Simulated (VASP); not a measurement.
Set up this calculation in VASP 6.6.1, as the native input.

```
Task                   : single point
Functional             : PBE
Potentials or basis    : VASP PAW PBE potentials, release 64 (Te)
Cutoff                 : 520 eV
k mesh                 : 15 × 15 × 13
Occupations            : fermi-dirac, width 0.1 eV
Spin                   : no spin polarisation
Dipole correction      : no
Further INCAR settings : ALGO = Normal; EDIFF = 1e-07; NBANDS = 9
```

The structure of Te lies in POSCAR:

```
Te
1.0
    2.6758984579      0.0000000000      0.0000000000
   -1.3379492289      2.3173960425      0.0000000000
    0.0000000000      0.0000000000      2.5093395046
Te
1
Direct
    0.0000000000      0.0000000000      0.0000000000
```

This isn't the form of Te at room conditions, which is trigonal, of chains.

One way to write it, as run:

INCAR

```
SYSTEM = Te
PREC = Accurate ; ENCUT = 520
EDIFF = 1E-7 ; ISMEAR = -1
SIGMA = 0.1 ; LREAL = .False.
LASPH = .True. ; NELM = 60
ALGO = Normal ; ISIF = 2
LWAVE = .False. ; LCHARG = .False.
GGA = PE ; NBANDS = 9
```

KPOINTS

```
regular mesh
0
Gamma
  15 15 13
  0 0 0
```

Potentials or basis: VASP PAW PBE potentials, release 64 (Te).

The run is started by

```sh
$ cat potpaw_PBE.64/Te/POTCAR > POTCAR
$ mpirun -np 1 vasp_std > vasp.out
```

Results of the run:

| Quantity | Value |
| --- | --- |
| Pressure | 164.6 GPa |
| Band gap on the k mesh | zero (bands 3 and 4 overlap by 16.35 eV) |

Caveat: the cell stands under pressure; spin-orbit coupling is left out, which moves the levels of the heavy elements.

Run time: 18 s on 1 thread of Intel Xeon 6455B (shared host), peak memory 0.14 GiB.
